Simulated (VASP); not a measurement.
# LiH in VASP: notebook

Runs on LiH. Level: PBE. Tasks: single point.

Program: VASP 6.6.1. These are calculated values, not measurements. Logs are shortened: lines on timing, memory, paths and dates and some standing lists are left out, and cuts for length are marked.

## 1. The cell of the first run

The structure is tetragonal, space group I4/mmm (No. 139). The conventional cell has a = 2.833 Å, b = 2.833 Å, c = 4.113 Å, α = 90.00°, β = 90.00°, γ = 90.00°. Within 2.7 Å of Li (site symmetry 4/mmm) lie 6 H at 2.00 to 2.06 Å. Within 2.7 Å of H (site symmetry 4/mmm) lie 6 Li at 2.00 to 2.06 Å.

## 2. Single point, PBE (uniaxial z strain +2.7%)

INCAR

```
SYSTEM = LiH
  PREC = Accurate
  ENCUT = 520
  EDIFF = 1E-7
  ISMEAR = -1
  SIGMA = 0.02
  LREAL = .FALSE.
  LASPH = .TRUE.
  NELM = 60
  ALGO = Normal
  ISIF = 2
  LWAVE = .FALSE.
  LCHARG = .FALSE.
  GGA = PE
  NBANDS = 9
```

KPOINTS

```
Automatic mesh
0
G
  10 10 10
  0 0 0
```

POSCAR

```
LiH
1.0
    0.0000000000      2.0029948411      2.0562745039
    2.0029948411      0.0000000000      2.0562745039
    2.0029948411      2.0029948411      0.0000000000
Li H
1 1
Direct
    0.0000000000      0.0000000000      0.0000000000
    0.5000000000      0.5000000000      0.5000000000
```

Potentials or basis: VASP PAW PBE potentials, release 64 (Li_sv, H).

Command:

```
$ cat potpaw_PBE.64/Li_sv/POTCAR potpaw_PBE.64/H/POTCAR > POTCAR
$ mpirun -np 1 vasp_std > vasp.out
```

OUTCAR:

```text
SYSTEM = LiH
   PREC = Accurate
   ENCUT = 520
   EDIFF = 1E-7
   ISMEAR = -1
   LREAL = .FALSE.
   LASPH = .TRUE.
   NELM = 60
   ISIF = 2
   GGA = PE

 ion  position               nearest neighbor table
   1  0.000  0.000  0.000-
   2  0.500  0.500  0.500-

  LATTYP: Found a body centered tetragonal cell.
 ALAT       =     2.8326624696
 C/A-ratio  =     1.4518316432

  Lattice vectors:

 A1 = (  -2.0029948411,   0.0000000000,   2.0562745039)
 A2 = (   2.0029948411,   0.0000000000,   2.0562745039)
 A3 = (   0.0000000000,   2.0029948411,  -2.0562745039)

Analysis of symmetry for initial positions (statically):
=====================================================================
 Subroutine PRICEL returns:
 Original cell was already a primitive cell.

 Routine SETGRP: Setting up the symmetry group for a
 body centered tetragonal supercell.

 Subroutine GETGRP returns: Found 16 space group operations
 (whereof 16 operations were pure point group operations)
 out of a pool of 16 trial point group operations.

The static configuration has the point symmetry D_4h.

Analysis of symmetry for dynamics (positions and initial velocities):
=====================================================================
 Subroutine PRICEL returns:
 Original cell was already a primitive cell.

 Routine SETGRP: Setting up the symmetry group for a
 body centered tetragonal supercell.

 Subroutine GETGRP returns: Found 16 space group operations
 (whereof 16 operations were pure point group operations)
 out of a pool of 16 trial point group operations.

The dynamic configuration has the point symmetry D_4h.

 Subroutine INISYM returns: Found 16 space group operations
 (whereof 16 operations are pure point group operations),
 and found     1 'primitive' translations

----------------------------------------------------------------------------------------

                                     Primitive cell

  volume of cell :      16.4995

  direct lattice vectors                    reciprocal lattice vectors
     0.000000000  2.002994841  2.056274504    -0.249626205  0.249626205  0.243158197
     2.002994841  0.000000000  2.056274504     0.249626205 -0.249626205  0.243158197
     2.002994841  2.002994841  0.000000000     0.249626205  0.249626205 -0.243158197

  length of vectors
     2.870584116  2.870584116  2.832662470     0.428663496  0.428663496  0.428663496

  position of ions in fractional coordinates (direct lattice)
     0.000000000  0.000000000  0.000000000
     0.500000000  0.500000000  0.500000000

  ion indices of the primitive-cell ions
   primitive index   ion index
                 1           1
                 2           2

----------------------------------------------------------------------------------------

 KPOINTS: Automatic mesh

Automatic generation of k-mesh.
 Grid dimensions read from file:
 generate k-points for:   10   10   10

 Generating k-lattice:

  Cartesian coordinates                     Fractional coordinates (reciprocal lattice)
    -0.024962620  0.024962620  0.024315820     0.100000000  0.000000000  0.000000000
     0.024962620 -0.024962620  0.024315820     0.000000000  0.100000000  0.000000000
     0.024962620  0.024962620 -0.024315820     0.000000000  0.000000000  0.100000000

  Length of vectors
     0.042866350  0.042866350  0.042866350

  Shift w.r.t. Gamma in fractional coordinates (k-lattice)
     0.000000000  0.000000000  0.000000000

 Subroutine IBZKPT returns following result:
 ===========================================

 Found    102 irreducible k-points:

 Following reciprocal coordinates:
            Coordinates               Weight
  0.000000  0.000000  0.000000      1.000000
  0.100000 -0.000000  0.000000      8.000000
  0.200000 -0.000000  0.000000      8.000000
  0.300000  0.000000  0.000000      8.000000
  0.400000  0.000000  0.000000      8.000000
  0.500000 -0.000000  0.000000      4.000000
[... 16 lines left out ...]
  0.300000  0.300000  0.000000      2.000000
  0.400000  0.300000  0.000000      8.000000
 [... further k-points ...]
   k-points           NKPTS =    102   k-points in BZ     NKDIM =    102   number of bands    NBANDS=      9
   number of dos      NEDOS =    301   number of ions     NIONS =      2
   total plane-waves  NPLWV =  13824
   dimension x,y,z NGX =    24 NGY =   24 NGZ =   24
   dimension x,y,z NGXF=    48 NGYF=   48 NGZF=   48
   ions per type =               1   1
   NGX,Y,Z   is equivalent  to a cutoff of  13.90, 13.90, 14.09 a.u.
   NGXF,Y,Z  is equivalent  to a cutoff of  27.80, 27.80, 28.17 a.u.
 SYSTEM =  LiH
   PREC   = accura    normal or accurate (medium, high low for compatibility)
   ISTART =      0    job   : 0-new  1-cont  2-samecut
   ICHARG =      2    charge: 1-file 2-atom 10-const
   ISPIN  =      1    spin polarized calculation?
   LNONCOLLINEAR =      F non collinear calculations
   LSORBIT =      F    spin-orbit coupling
   LASPH  =      T    aspherical Exc in radial PAW
   ENCUT  =  520.0 eV  38.22 Ry    6.18 a.u.   5.34  5.34  5.27*2*pi/ulx,y,z
   NELM   =     60;   NELMIN=  2; NELMDL= -5     # of ELM steps
   EDIFF  = 0.1E-06   stopping-criterion for ELM
   LREAL  =      F    real-space projection
   EDIFFG = 0.1E-05   stopping-criterion for IOM
   NSW    =      0    number of steps for IOM
   IBRION =     -1    ionic relax: 0-MD 1-quasi-New 2-CG
   NFREE  =      0    steps in history (QN), initial steepest desc. (CG)
   ISIF   =      2    stress and relaxation
   ISYM   =      2    0-nonsym 1-usesym 2-fastsym
   POTIM  = 0.5000    time-step for ionic-motion
   TEBEG  =    0.0;   TEEND  =   0.0 temperature during run
   PSTRESS=    0.0 pullay stress
   NELECT =       4.0000    total number of electrons
   NUPDOWN=      -1.0000    fix difference up-down
   EMIN   =  10.00;   EMAX   =-10.00  energy-range for DOS
   EFERMI =   0.00;   METHOD = LEGACY
   ISMEAR =    -1;   SIGMA  =   0.02  broadening in eV -4-tet -1-fermi 0-gaus
   EFERMI_NEDOS =   21; number of points for ismear=-14 and -15
   IALGO  =     38    algorithm
   IMIX   =      4    mixing-type and parameters
     AMIX     =   0.40;   BMIX     =  1.00
     AMIX_MAG =   1.60;   BMIX_MAG =  1.00
  volume/ion in A,a.u.               =       8.25        55.67
  Fermi-wavevector in a.u.,A,eV,Ry     =   1.020794  1.929020 14.177535  1.042019
  Thomas-Fermi vector in A             =   2.154383
   LORBIT       =      0    0 simple, 1 ext, 2 COOP (PROOUT), +10 PAW based schemes
   GGA     = PE    functional components
   LHFCALC =     F    Hartree Fock is set to
   AEXX    =    0.0000 exact exchange contribution
   IVDW    =     0    specifies the selected vdW correction
   LEPSILON=     F    determine dielectric tensor
   LRPA    =     F    only Hartree local field effects (RPA)
 non-spin polarized calculation
  energy-cutoff  :      520.00
  volume of cell :       16.50
 maximum number of plane-waves:       455
 NGX is ok and might be reduce to    24
   NGX = 11   NGY = 11   NGZ = 11

 number of electron       3.9999997 magnetization

 Free energy of the ion-electron system (eV)
  ---------------------------------------------------
  ext. energy  EPLUGINS =         0.00000000
  ---------------------------------------------------
  free energy    TOTEN  =        -6.12442986 eV

  energy without entropy =       -6.12442986  energy(sigma->0) =       -6.12442986

 E-fermi :   0.5834     XC(G=0):  -8.4327

 val. band max:        0.0456152636   @ k =   0.5000   0.0000   0.5000
 cond. band min:       2.7498042818   @ k =   0.5000   0.5000   0.0000
 fundamental gap:      2.7041890182
 Fermi energy:         0.5834152790

 k-point     1 :       0.0000    0.0000    0.0000
  band No.  band energies     occupation
      1     -44.3349      2.00000
      2      -5.3609      2.00000
      3      15.7397      0.00000
      4      17.5560      0.00000
      5      17.5560      0.00000
      6      17.7718      0.00000
      7      22.2033      0.00000
      8      22.3529      0.00000
      9      22.3529      0.00000

 k-point     2 :       0.1000   -0.0000    0.0000
  band No.  band energies     occupation
      1     -44.3309      2.00000
      2      -5.1859      2.00000
      3      14.3407      0.00000
      4      16.6104      0.00000
      5      17.2274      0.00000
      6      17.2734      0.00000
      7      21.7302      0.00000
      8      23.0940      0.00000
      9      23.1468      0.00000

 k-point     3 :       0.2000   -0.0000    0.0000
  band No.  band energies     occupation
      1     -44.3204      2.00000
      2      -4.6739      2.00000
      3      11.1803      0.00000
      4      15.3261      0.00000
      5      16.5896      0.00000
      6      16.6966      0.00000
      7      22.2879      0.00000
      8      22.7573      0.00000
      9      23.3210      0.00000

 k-point     4 :       0.3000    0.0000    0.0000
  band No.  band energies     occupation
      1     -44.3073      2.00000
      2      -3.8844      2.00000
      3       8.0935      0.00000
      4      14.2910      0.00000
      5      16.1520      0.00000
      6      16.4024      0.00000
      7      20.4796      0.00000
      8      21.2614      0.00000
      9      24.0882      0.00000
[... 205 lines left out ...]
 k-point    22 :      -0.2000    0.2000    0.0000
  band No.  band energies     occupation
      1     -44.3025      2.00000
      2      -3.5424      2.00000
      3       9.3197      0.00000
      4       9.4098      0.00000
      5      15.8960      0.00000
      6      17.1094      0.00000
      7      21.5230      0.00000
      8      23.6659      0.00000
      9      25.3476      0.00000

 k-point    23 :       0.3000    0.3000    0.0000
  band No.  band energies     occupation
      1     -44.3004      2.00000
      2      -3.2116      2.00000
      3       8.1173      0.00000
      4      12.3019      0.00000
      5      12.3019      0.00000
      6      15.4965      0.00000
      7      17.1907      0.00000
      8      27.9746      0.00000
      9      30.8959      0.00000

 k-point    24 :       0.4000    0.3000    0.0000
  band No.  band energies     occupation
      1     -44.2923      2.00000
      2      -2.3508      2.00000
      3       6.3262      0.00000
      4      10.5041      0.00000
      5      11.8957      0.00000
      6      16.2077      0.00000
      7      17.4443      0.00000
      8      28.9790      0.00000
      9      29.9327      0.00000

 [... further k-points ...]
[... 5 lines left out ...]
  --------------------------------------------------------------------------------------
  -------------------------------------------------------------------------------------
  Total       -0.0548000     -0.0548000     -0.2227149      0.0000000      0.0000000     -0.0000000
  in kB       -5.3213317     -5.3213317    -21.6266460      0.0000000      0.0000000     -0.0000000
  external PRESSURE =     -10.7564365 kB  Pullay stress =       0.0000000 kB

 VOLUME and BASIS-vectors are now :
 -----------------------------------------------------------------------------
  energy-cutoff  :      520.00
  volume of cell :       16.50
      direct lattice vectors                 reciprocal lattice vectors
     0.000000000  2.002994841  2.056274504    -0.249626205  0.249626205  0.243158197
     2.002994841  0.000000000  2.056274504     0.249626205 -0.249626205  0.243158197
     2.002994841  2.002994841  0.000000000     0.249626205  0.249626205 -0.243158197

 POSITION                                       TOTAL-FORCE (eV/Angst)
 -----------------------------------------------------------------------------------
      0.00000      0.00000      0.00000        -0.000000      0.000000      0.000000
      2.00299      2.00299      2.05627         0.000000      0.000000     -0.000000
 -----------------------------------------------------------------------------------
    total drift:                                0.000000     -0.000000     -0.000000

  FREE ENERGIE OF THE ION-ELECTRON SYSTEM (eV)
  ---------------------------------------------------
  free  energy   TOTEN  =        -6.1244298577 eV

  energy  without entropy=       -6.1244298577  energy(sigma->0) =       -6.12442986
```

Run time: 16 s. Hardware: 1 thread of Intel Xeon Platinum 8488C (Sapphire Rapids), shared host; peak memory 0.14 GiB.

Results:

| Property | Result |
| --- | --- |
| Free energy | -6.1244 eV |
| Band gap on the k mesh | 2.70 eV, indirect (least direct gap 2.91 eV) |

Levels at points of the mesh, in eV from the valence-band top:
```csv
k point,band 1,band 2,band 3,band 4,band 5,band 6
"(0.00, 0.00, 0.00)",-44.38,-5.41,15.69,17.51,17.51,17.73
"(0.50, 0.00, 0.00)",-44.34,-2.63,4.80,13.34,16.02,16.47
"(0.50, 0.50, 0.00)",-44.33,-0.20,2.70,10.91,10.91,14.04
"(0.50, 0.00, 0.50)",-44.32,0.00,3.05,10.39,10.61,13.64
```

Caveat: the cell differs from its parent crystal (uniaxial z strain +2.7%); the cutoff is under 1.25 times the usual one of these potentials, so pressure, stress and relaxed cells hold a basis-set (Pulay) error. A k mesh can miss the band edges.

## 3. Single point, PBE (strain along [111] +0.9%)

INCAR

```
PREC = Accurate
ENCUT = 520
EDIFF = 1E-6
ISMEAR = -1
SIGMA = 0.02
LREAL = False
LASPH = True
NELM = 100
ALGO = Normal
ISIF = 2
LWAVE = False
LCHARG = False
GGA = PE
NBANDS = 9
```

KPOINTS

```
regular mesh
0
Gamma
  10 10 10
```

POSCAR

```
LiH
1.0
    0.0114838371      2.0144786782      2.0144786782
    2.0144786782      0.0114838371      2.0144786782
    2.0144786782      2.0144786782      0.0114838371
Li H
1 1
Direct
    0.0000000000      0.0000000000      0.0000000000
    0.5000000000      0.5000000000      0.5000000000
```

Potentials or basis: VASP PAW PBE potentials, release 64 (Li_sv, H).

Command:

```
$ cat potpaw_PBE.64/Li_sv/POTCAR potpaw_PBE.64/H/POTCAR > POTCAR
$ mpirun -np 1 vasp_std > vasp.out
```

Wall time 12 s (1 thread of Intel Xeon Platinum 8488C (Sapphire Rapids), shared host); peak memory 0.14 GiB.

The run converged. Its results:

| Item | Value |
| --- | --- |
| Free energy | -6.1267 eV |
| Band gap on the k mesh | 2.98 eV, direct |

Levels at points of the mesh, in eV from the valence-band top:
```
           k point  band 1  band 2  band 3  band 4  band 5  band 6  band 7
(0.00, 0.00, 0.00)  -44.30   -5.41   16.00   17.65   17.91   17.91   22.33
(0.50, 0.00, 0.00)  -44.25   -2.59    4.93   13.56   16.36   16.45   18.90
(0.50, 0.50, 0.00)  -44.24    0.00    2.98   10.69   10.88   13.94   17.18
(0.50, 0.50, 0.50)  -44.25   -2.67    4.84   13.71   16.55   16.55   19.13
```

Caveat: the cell differs from its parent crystal (strain along [111] +0.9%); the cutoff is under 1.25 times the usual one of these potentials, so pressure, stress and relaxed cells hold a basis-set (Pulay) error. A k mesh can miss the band edges.
